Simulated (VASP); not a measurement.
# Co in VASP: a series of runs, part 2 of 2

VASP 6.6.1. The steps go on from the part before.

## 3. Single point, revPBE (volume scaled by 0.96)

File INCAR:

```
ALGO = Normal
EDIFF = 1E-6
ENCUT = 520
GGA = RE
ISIF = 2
ISMEAR = -1
LASPH = T
LCHARG = T
LELF = T
LREAL = F
LVHAR = T
LWAVE = F
NBANDS = 16
NELM = 100
PREC = Accurate
SIGMA = 0.1
```

File KPOINTS:

```
k-points
0
Gamma
  21 21 14
```

File POSCAR:

```
Co
1.0
   -2.7764528559      2.4163056616      1.1724218739
    2.4163056616     -2.7764528559      1.1724218739
    2.0284937863      2.0284937863     -1.8320321200
Co
2
Direct
    0.9886644562      0.0113355438      1.0000000000
    0.7613355438      0.2386644562      0.5000000000
```

Potentials or basis: VASP PAW PBE potentials, release 64 (Co).

The run is started by

```bash
$ cat potpaw_PBE.64/Co/POTCAR > POTCAR
$ mpirun -np 1 vasp_std > vasp.out
```

OUTCAR:

```text
EDIFF = 1E-6
   ENCUT = 520
   GGA = RE
   ISIF = 2
   ISMEAR = -1
   LASPH = T
   LREAL = F
   NELM = 100
   PREC = Accurate

 ion  position               nearest neighbor table
   1  0.989  0.011  0.000-   2 2.34   2 2.34   2 2.38   2 2.38   2 2.38   2 2.38
   2  0.761  0.239  0.500-   1 2.34   1 2.34   1 2.38   1 2.38   1 2.38   1 2.38

  Warning from LATTYP: Got some problem with cell dimensions!
  Tried to take original basis but could not verify dimensions!
  LATTYP: Found a base centered monoclinic cell.
 ALAT       =     2.3995216616
 B/A-ratio  =     3.0604722762
 C/A-ratio  =     1.0062358509
 COS(beta)  =    -0.0001316021

  Lattice vectors:

 A1 = (   2.7764528559,  -2.4163056616,  -1.1724218739)
 A2 = (  -2.4163056616,   2.7764528559,  -1.1724218739)
 A3 = (   1.6683465920,   1.6683465920,   0.5128116278)

Analysis of symmetry for initial positions (statically):
=====================================================================
 Subroutine PRICEL returns:
 Original cell was already a primitive cell.

 Routine SETGRP: Setting up the symmetry group for a
 base centered monoclinic supercell.

 Subroutine GETGRP returns: Found  4 space group operations
 (whereof  2 operations were pure point group operations)
 out of a pool of  4 trial point group operations.

The static configuration has the point symmetry C_2 .
 The point group associated with its full space group is C_2h.

Analysis of symmetry for dynamics (positions and initial velocities):
=====================================================================
 Subroutine PRICEL returns:
 Original cell was already a primitive cell.

 Routine SETGRP: Setting up the symmetry group for a
 base centered monoclinic supercell.

 Subroutine GETGRP returns: Found  4 space group operations
 (whereof  2 operations were pure point group operations)
[... 118 lines left out ...]
   ISMEAR =    -1;   SIGMA  =   0.10  broadening in eV -4-tet -1-fermi 0-gaus
   EFERMI_NEDOS =   21; number of points for ismear=-14 and -15
   IALGO  =     38    algorithm
   IMIX   =      4    mixing-type and parameters
     AMIX     =   0.40;   BMIX     =  1.00
     AMIX_MAG =   1.60;   BMIX_MAG =  1.00
  volume/ion in A,a.u.               =      10.64        71.78
  Fermi-wavevector in a.u.,A,eV,Ry     =   1.548418  2.926086 32.621310  2.397599
  Thomas-Fermi vector in A             =   2.653371
   LORBIT       =      0    0 simple, 1 ext, 2 COOP (PROOUT), +10 PAW based schemes
   GGA     = RE    functional components
   LHFCALC =     F    Hartree Fock is set to
   AEXX    =    0.0000 exact exchange contribution
   IVDW    =     0    specifies the selected vdW correction
   LEPSILON=     F    determine dielectric tensor
   LRPA    =     F    only Hartree local field effects (RPA)
 non-spin polarized calculation
  energy-cutoff  :      520.00
  volume of cell :       21.27
 maximum number of plane-waves:       600
 NGX is ok and might be reduce to    30
   NGX = 15   NGY = 15   NGZ = 13

 number of electron      18.0000000 magnetization

 Free energy of the ion-electron system (eV)
  ---------------------------------------------------
  ext. energy  EPLUGINS =         0.00000000
  ---------------------------------------------------
  free energy    TOTEN  =       -12.41310167 eV

  energy without entropy =      -12.26224342  energy(sigma->0) =      -12.33767254

 E-fermi :  10.5401     XC(G=0): -13.4083

 val. band max:       10.5399950489   @ k =  -0.2857   0.4762   0.2143
 cond. band min:      10.5401487455   @ k =  -0.4286  -0.4762   0.0714
 fundamental gap:      0.0001536965
 Fermi energy:        10.5400565397

 k-point     1 :       0.0000    0.0000    0.0000
  band No.  band energies     occupation
      1       1.6490      2.00000
      2       5.7876      2.00000
      3       6.9312      2.00000
      4       7.8698      2.00000
      5       8.4496      2.00000
      6       9.3377      1.99999
[... 433 lines left out ...]
      3       6.9029      2.00000
      4       7.3935      2.00000
      5       8.7871      2.00000
      6       8.9945      2.00000
[... 8 lines left out ...]
     15      24.5495      0.00000
     16      26.6446      0.00000

 [... further k-points ...]

------------------------ aborting loop because EDIFF is reached ----------------------------------------

  FORCE on cell =-STRESS in cart. coord.  units (eV):
  Direction    XX          YY          ZZ          XY          YZ          ZX
  --------------------------------------------------------------------------------------
  -------------------------------------------------------------------------------------
  Total        1.2268034      1.2268034      1.0398125     -0.0004997      0.0293358      0.0293359
  in kB       92.3960268     92.3960268     78.3129118     -0.0376376      2.2094129      2.2094170
  external PRESSURE =      87.7016552 kB  Pullay stress =       0.0000000 kB

 VOLUME and BASIS-vectors are now :
 -----------------------------------------------------------------------------
  energy-cutoff  :      520.00
  volume of cell :       21.27
      direct lattice vectors                 reciprocal lattice vectors
    -2.776452856  2.416305662  1.172421874     0.127310599  0.319886471  0.495153151
     2.416305662 -2.776452856  1.172421874     0.319886471  0.127310599  0.495153151
     2.028493786  2.028493786 -1.832032120     0.286186918  0.286186918  0.087911543

 POSITION                                       TOTAL-FORCE (eV/Angst)
 -----------------------------------------------------------------------------------
     -2.71759      2.35744      1.17242        -0.075246      0.075246      0.000000
     -0.52288      2.19123      0.25641         0.075246     -0.075246     -0.000000
 -----------------------------------------------------------------------------------
    total drift:                               -0.000000      0.000000     -0.000000

  FREE ENERGIE OF THE ION-ELECTRON SYSTEM (eV)
  ---------------------------------------------------
  free  energy   TOTEN  =       -12.4131016661 eV

  energy  without entropy=      -12.2622434234  energy(sigma->0) =      -12.33767254
```

OSZICAR:

```text
N       E                     dE             d eps       ncg     rms          rms(c)
DAV:   1     0.808335931779E+02    0.80834E+02   -0.80564E+03 53704   0.150E+03
DAV:   2    -0.121547423855E+02   -0.92988E+02   -0.85257E+02 52496   0.242E+02
DAV:   3    -0.145829157195E+02   -0.24282E+01   -0.23749E+01 63168   0.546E+01
DAV:   4    -0.146267099374E+02   -0.43794E-01   -0.43779E-01 72616   0.558E+00
DAV:   5    -0.146270274674E+02   -0.31753E-03   -0.31751E-03 64576   0.467E-01    0.141E+01
DAV:   6    -0.128176690736E+02    0.18094E+01   -0.10334E+01 56560   0.669E+01    0.492E+00
DAV:   7    -0.124495884966E+02    0.36808E+00   -0.14991E+00 61056   0.237E+01    0.199E+00
DAV:   8    -0.124176310861E+02    0.31957E-01   -0.20814E-02 81624   0.225E+00    0.620E-01
DAV:   9    -0.124134567589E+02    0.41743E-02   -0.98395E-04 74632   0.341E-01    0.146E-01
DAV:  10    -0.124131016393E+02    0.35512E-03   -0.17670E-04 70888   0.129E-01    0.363E-02
DAV:  11    -0.124131066449E+02   -0.50055E-05   -0.11087E-05 61280   0.342E-02    0.237E-02
DAV:  12    -0.124131015180E+02    0.51269E-05   -0.62295E-07 40128   0.124E-02    0.150E-03
DAV:  13    -0.124131016661E+02   -0.14818E-06   -0.11264E-07 28552   0.334E-03
   1 F= -.12413102E+02 E0= -.12337673E+02  d E =-.150858E+00
```

stdout:

```text
POSCAR found type information on POSCAR Co
 POSCAR found :  1 types and       2 ions
 scaLAPACK will be used
 -----------------------------------------------------------------------------
|                                                                             |
|                                                                             |
|     You enforced a specific xc type in the INCAR file but a different       |
|     I HOPE YOU KNOW WHAT YOU ARE DOING!                                     |
|                                                                             |
 -----------------------------------------------------------------------------

 LDA part: xc-table for (Slater+PW92), standard interpolation
 POSCAR, INCAR and KPOINTS ok, starting setup
 FFT: planning ... GRIDC
 FFT: planning ... GRID_SOFT
 FFT: planning ... GRID
 WAVECAR not read
 entering main loop
```

Run time: 9.4 min. Hardware: 1 thread of AMD EPYC 9R14 (Zen 4), shared host; peak memory 0.55 GiB.

What came out:

```yaml
Free_energy: -12.4131 eV
Pressure: 8.8 GPa
Largest_force: 0.106 eV/Å
Band_gap_on_the_k_mesh: zero (band 9 reaches 11.28 eV, above the bottom of band 10 at 9.98 eV)
```

Forces on the atoms (eV/Å):
```
Co  -0.075  0.075  0.000
Co   0.075 -0.075  0.000
```

Caveat: the PAW data sets were made with another functional, which shifts forces and pressure a little; the run has no spin polarisation, though such a crystal can be magnetic. Spin polarisation is off, so any magnetic state and its effect on volume and gap are missing.

## 4. Single point, revPBE (volume scaled by 1.12)

File INCAR:

```
SYSTEM = Co
PREC = Accurate
ENCUT = 520
EDIFF = 1E-6
ISMEAR = -1
SIGMA = 0.1
LREAL = .FALSE.
LASPH = .TRUE.
NELM = 100
ALGO = Normal
ISIF = 2
LWAVE = .FALSE.
LCHARG = .FALSE.
GGA = RE
NBANDS = 16
```

File KPOINTS:

```
Automatic mesh
0
G
  21 21 14
  0 0 0
```

File POSCAR:

```
Co
1.0
   -2.9228457740      2.5437092427      1.2342396927
    2.5437092427     -2.9228457740      1.2342396927
    2.1354493660      2.1354493660     -1.9286289441
Co
2
Direct
    0.9886644562      0.0113355438      1.0000000000
    0.7613355438      0.2386644562      0.5000000000
```

The run is started by

```bash
$ cat potpaw_PBE.64/Co/POTCAR > POTCAR
$ mpirun -np 1 vasp_std > vasp.out
```

Wall time 11 min (1 thread of Intel Xeon Platinum 8488C (Sapphire Rapids), shared host); peak memory 0.63 GiB.

Results (log left out):

| Property | Result |
| --- | --- |
| Free energy | -12.2584 eV |
| Pressure | -18.5 GPa |
| Largest force | 0.205 eV/Å |
| Band gap on the k mesh | zero (band 9 reaches 8.94 eV, above the bottom of band 10 at 7.92 eV) |

Forces in eV/Å, atoms in the order of the input:
```
Co   0.145 -0.145  0.000
Co  -0.145  0.145  0.000
```

Stress tensor (GPa, compression positive):
```
-19.23   0.16  -0.33
  0.16 -19.23  -0.33
 -0.33  -0.33 -17.07
```

Levels at points of the mesh, in eV from the Fermi level:
```csv
k point,band 5,band 6,band 7,band 8,band 9,band 10,band 11,band 12,band 13,band 14
"(0.00, 0.00, 0.00)",-1.67,-0.96,-0.82,-0.34,-0.13,0.15,0.55,1.83,7.72,15.03
"(0.00, 0.00, 0.50)",-1.53,-1.53,-1.35,-1.35,0.20,0.20,1.78,1.78,10.03,10.03
```

Caveat: the PAW data sets were made with another functional, which shifts forces and pressure a little; the run has no spin polarisation, though such a crystal can be magnetic.

## 5. Overview

| cell | gap on the mesh (eV) | pressure (GPa) | largest force (eV/Å) |
| --- | --- | --- | --- |
| a = 3.808, b = 3.808, c = 3.356 Å, angles 102.6, 102.6, 143.8°, 2 atoms | none | 20.6 | 0.23 |
| a = 3.863, b = 3.863, c = 3.404 Å, angles 102.6, 102.6, 143.8°, 2 atoms | none | 8.8 | 0.11 |
| a = 4.067, b = 4.067, c = 3.583 Å, angles 102.6, 102.6, 143.8°, 2 atoms | none | -18.5 | 0.21 |

Alike in all rows: task single point; level revPBE; potentials or basis VASP PAW PBE potentials, release 64 (Co); no spin polarisation; k mesh 21 × 21 × 14; cutoff (eV) 520; smearing fermi-dirac 0.1 eV.

Caveats: the PAW data sets were made with another functional, which shifts forces and pressure a little; the run has no spin polarisation, though such a crystal can be magnetic.

Total energies depend on the potentials used, so only differences within one code and one set of settings carry meaning.
